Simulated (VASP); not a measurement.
# KBr in VASP: further runs, part 2 of 2

VASP 6.6.1. The steps go on from the part before.

**3. Single point, HSE06 (strain -5.0%)**

Input file POSCAR:

```
KBr
1.0
    0.0000000000      3.1371354424      3.1371354424
    3.1371354424      0.0000000000      3.1371354424
    3.1371354424      3.1371354424      0.0000000000
K Br
1 1
Direct
    0.0000000000      0.0000000000      0.0000000000
    0.5000000000      0.5000000000      0.5000000000
```

Input file INCAR.step1:

```
PREC = Accurate ; ENCUT = 520
EDIFF = 1E-5 ; ISMEAR = 0
SIGMA = 0.01 ; LREAL = False
LASPH = True ; NELM = 60
ALGO = Normal ; ISIF = 2
LWAVE = True ; LCHARG = False
NBANDS = 15 ; GGA = PE
```

Input file INCAR.step2:

```
PREC = Accurate ; ENCUT = 520
EDIFF = 1E-6 ; ISMEAR = 0
SIGMA = 0.01 ; LREAL = False
LASPH = True ; NELM = 60
ALGO = Normal ; ISIF = 2
LWAVE = False ; LCHARG = False
GGA = PE ; LHFCALC = True
HFSCREEN = 0.2079 ; PRECFOCK = Normal
NBANDS = 15 ; ISTART = 1
```

Input file KPOINTS:

```
regular mesh
0
Gamma
  4 4 4
```

Potentials or basis: VASP PAW PBE potentials, release 64 (K_sv, Br).

Started as:

```console
$ cat potpaw_PBE.64/K_sv/POTCAR potpaw_PBE.64/Br/POTCAR > POTCAR
$ cp INCAR.step1 INCAR
$ mpirun -np 1 vasp_std > vasp.out
$ cp INCAR.step2 INCAR
$ mpirun -np 1 vasp_std > vasp.out
```

OUTCAR:

```text
PREC = Accurate
   ENCUT = 520
   EDIFF = 1E-6
   ISMEAR = 0
   LREAL = False
   LASPH = True
   NELM = 60
   ISIF = 2
   GGA = PE
   LHFCALC = True
   HFSCREEN = 0.2079
   PRECFOCK = Normal
   ISTART = 1

 ion  position               nearest neighbor table
   1  0.000  0.000  0.000-   2 3.14   2 3.14   2 3.14   2 3.14   2 3.14   2 3.14
   2  0.500  0.500  0.500-   1 3.14   1 3.14   1 3.14   1 3.14   1 3.14   1 3.14

  LATTYP: Found a face centered cubic cell.
 ALAT       =     6.2742708848

[... 323 lines left out ...]
------------------------ aborting loop because EDIFF is reached ----------------------------------------

  FORCE on cell =-STRESS in cart. coord.  units (eV):
  Direction    XX          YY          ZZ          XY          YZ          ZX
  --------------------------------------------------------------------------------------
  -------------------------------------------------------------------------------------
  Total        1.5851292      1.5851292      1.5851292      0.0000000      0.0000000      0.0000000
  in kB       41.1287436     41.1287436     41.1287436      0.0000000      0.0000000      0.0000000
  external PRESSURE =      41.1287436 kB  Pullay stress =       0.0000000 kB

 VOLUME and BASIS-vectors are now :
 -----------------------------------------------------------------------------
  energy-cutoff  :      520.00
  volume of cell :       61.75
      direct lattice vectors                 reciprocal lattice vectors
     0.000000000  3.137135442  3.137135442    -0.159381069  0.159381069  0.159381069
     3.137135442  0.000000000  3.137135442     0.159381069 -0.159381069  0.159381069
     3.137135442  3.137135442  0.000000000     0.159381069  0.159381069 -0.159381069

 POSITION                                       TOTAL-FORCE (eV/Angst)
 -----------------------------------------------------------------------------------
      0.00000      0.00000      0.00000        -0.000000      0.000000     -0.000000
      3.13714      3.13714      3.13714         0.000000     -0.000000      0.000000
 -----------------------------------------------------------------------------------
    total drift:                               -0.000000     -0.000000     -0.000000

  FREE ENERGIE OF THE ION-ELECTRON SYSTEM (eV)
  ---------------------------------------------------
  free  energy   TOTEN  =        -7.0380756142 eV

  energy  without entropy=       -7.0380756142  energy(sigma->0) =       -7.03807561
```

Run time: 4 min. Hardware: 1 thread of Intel Xeon 6975P-C (Granite Rapids), shared host; peak memory 0.31 GiB.

What came out:

```yaml
Free_energy: -7.0381 eV
Pressure: 4.1 GPa
Band_gap_on_the_k_mesh: 6.08 eV
```

Levels at points of the mesh, in eV from the valence-band top:
| k point | band 5 | band 6 | band 7 | band 8 | band 9 | band 10 | band 11 | band 12 |
| --- | --- | --- | --- | --- | --- | --- | --- | --- |
| (0.00, 0.00, 0.00) | -11.81 | 0.00 | 0.00 | 0.00 | 6.08 | 8.98 | 8.98 | 8.98 |
| (0.50, 0.00, 0.00) | -11.43 | -1.59 | -0.50 | -0.50 | 8.09 | 10.20 | 11.82 | 11.82 |
| (0.50, 0.50, 0.00) | -11.88 | -1.04 | -0.37 | -0.37 | 6.86 | 9.11 | 11.22 | 11.72 |

Caveat: the k points lie up to 0.43 Å⁻¹ apart; the cell differs from its parent crystal (strain -5.0%); the PAW data sets were made with another functional, which shifts forces and pressure a little.

**4. Single point, HSE06**

Input file POSCAR:

```
KBr
1.0
    0.0000000000      3.3022478341      3.3022478341
    3.3022478341      0.0000000000      3.3022478341
    3.3022478341      3.3022478341      0.0000000000
K Br
1 1
Direct
    0.0000000000      0.0000000000      0.0000000000
    0.5000000000      0.5000000000      0.5000000000
```

Input file INCAR.step1:

```
SYSTEM = KBr
PREC = Accurate ; ENCUT = 520
EDIFF = 1E-5 ; ISMEAR = 0
SIGMA = 0.01 ; LREAL = .FALSE.
LASPH = .TRUE. ; NELM = 60
ALGO = Normal ; ISIF = 2
LWAVE = .TRUE. ; LCHARG = .FALSE.
GGA = PE ; NBANDS = 15
```

Input file INCAR.step2:

```
SYSTEM = KBr
PREC = Accurate ; ENCUT = 520
EDIFF = 1E-7 ; ISMEAR = 0
SIGMA = 0.01 ; LREAL = .FALSE.
LASPH = .TRUE. ; NELM = 60
ALGO = Normal ; ISIF = 2
LWAVE = .FALSE. ; LCHARG = .FALSE.
GGA = PE ; LHFCALC = .TRUE.
HFSCREEN = 0.2079 ; PRECFOCK = Normal
ISTART = 1 ; NBANDS = 15
```

Input file KPOINTS:

```
regular mesh
0
G
  4 4 4
  0 0 0
```

Started as:

```console
$ cat potpaw_PBE.64/K_sv/POTCAR potpaw_PBE.64/Br/POTCAR > POTCAR
$ cp INCAR.step1 INCAR
$ mpirun -np 1 vasp_std > vasp.out
$ cp INCAR.step2 INCAR
$ mpirun -np 1 vasp_std > vasp.out
```

It took 4.9 min on 1 thread of Intel Xeon 6975P-C (Granite Rapids), shared host; peak memory 0.31 GiB.

The run converged. Its results:

* Free energy: -7.1695 eV
* Pressure: 0.5 GPa
* Band gap on the k mesh: 5.59 eV

Levels at points of the mesh, in eV from the valence-band top:
| k point | band 5 | band 6 | band 7 | band 8 | band 9 | band 10 | band 11 | band 12 |
| --- | --- | --- | --- | --- | --- | --- | --- | --- |
| (0.00, 0.00, 0.00) | -12.10 | 0.00 | 0.00 | 0.00 | 5.59 | 8.97 | 8.97 | 8.97 |
| (0.50, 0.00, 0.00) | -11.84 | -1.23 | -0.34 | -0.34 | 7.74 | 9.58 | 11.37 | 11.37 |
| (0.50, 0.50, 0.00) | -12.13 | -0.86 | -0.31 | -0.31 | 7.07 | 8.48 | 10.77 | 10.97 |

Caveat: the PAW data sets were made with another functional, which shifts forces and pressure a little.

**5. Single point, HSE06 (uniaxial x strain -0.5%)**

Input file POSCAR:

```
KBr
1.0
    0.0000000000      3.3022478341      3.3022478341
    3.2857365950      0.0000000000      3.3022478341
    3.2857365950      3.3022478341      0.0000000000
K Br
1 1
Direct
    0.0000000000      0.0000000000      0.0000000000
    0.5000000000      0.5000000000      0.5000000000
```

Input file INCAR.step1:

```
PREC = Accurate
ENCUT = 520
EDIFF = 1E-5
ISMEAR = 0
SIGMA = 0.01
LREAL = F
LASPH = T
NELM = 100
ALGO = Normal
ISIF = 2
LWAVE = T
GGA = PE
NBANDS = 15
```

Input file INCAR.step2:

```
PREC = Accurate
ENCUT = 520
EDIFF = 1E-6
ISMEAR = 0
SIGMA = 0.01
LREAL = F
LASPH = T
NELM = 100
ALGO = Normal
ISIF = 2
LWAVE = F
LCHARG = T
GGA = PE
LHFCALC = T
HFSCREEN = 0.2079
PRECFOCK = Normal
LELF = T
LVHAR = T
ISTART = 1
NBANDS = 15
```

Input file KPOINTS:

```
regular mesh
0
Gamma
  4 4 4
```

Started as:

```console
$ cat potpaw_PBE.64/K_sv/POTCAR potpaw_PBE.64/Br/POTCAR > POTCAR
$ cp INCAR.step1 INCAR
$ mpirun -np 1 vasp_std > vasp.out
$ cp INCAR.step2 INCAR
$ mpirun -np 1 vasp_std > vasp.out
```

It took 6.9 min on 1 thread of Intel Xeon 6975P-C (Granite Rapids), shared host; peak memory 0.32 GiB.

It converged, with:

```
Free energy            : -7.1682 eV
Pressure               : 0.5 GPa
Band gap on the k mesh : 5.61 eV
```

Stress tensor (GPa, compression positive):
```
0.65 0.00 0.00
0.00 0.48 0.00
0.00 0.00 0.48
```

Levels at points of the mesh, in eV from the valence-band top:
```tsv
k point	band 5	band 6	band 7	band 8	band 9	band 10	band 11	band 12
(0.00, 0.00, 0.00)	-12.09	0.00	0.00	0.00	5.61	8.96	8.96	8.99
(0.50, 0.00, 0.00)	-11.82	-1.24	-0.35	-0.35	7.75	9.60	11.37	11.39
(0.50, 0.50, 0.00)	-12.12	-0.87	-0.31	-0.31	7.07	8.50	10.79	10.98
(0.00, 0.50, 0.50)	-12.12	-0.87	-0.31	-0.31	7.06	8.50	10.81	10.99
```

Caveat: the cell differs from its parent crystal (uniaxial x strain -0.5%); the PAW data sets were made with another functional, which shifts forces and pressure a little.

**6. Overview**

```csv
level,cell,k mesh,grid for exact exchange (PRECFOCK),share of exact exchange,screening parameter,gap on the mesh (eV),pressure (GPa)
r2SCAN,"a = 4.670, b = 4.670, c = 4.740 Å, angles 59.5, 59.5, 59.0°, 2 atoms",6 × 6 × 6,-,-,-,5.04,0.0
HSE06,"a = 4.437 Å, angles 60.0°, 2 atoms",4 × 4 × 4,Normal,0.25,0.2079 1/Å,6.08,4.1
HSE06,"a = 4.670 Å, angles 60.0°, 2 atoms",4 × 4 × 4,Normal,0.25,0.2079 1/Å,5.59,0.5
HSE06,"a = 4.670, b = 4.658, c = 4.658 Å, angles 60.2, 59.9, 59.9°, 2 atoms",4 × 4 × 4,Normal,0.25,0.2079 1/Å,5.61,0.5
```

Alike in all rows: task single point; potentials or basis VASP PAW PBE potentials, release 64 (K_sv, Br); no spin polarisation; cutoff (eV) 520; smearing gaussian 0.01 eV.

Caveats: some runs use coarse meshes; the PAW data sets were made with another functional, which shifts forces and pressure a little.

Absolute energies hang on the potentials; compare differences alone.
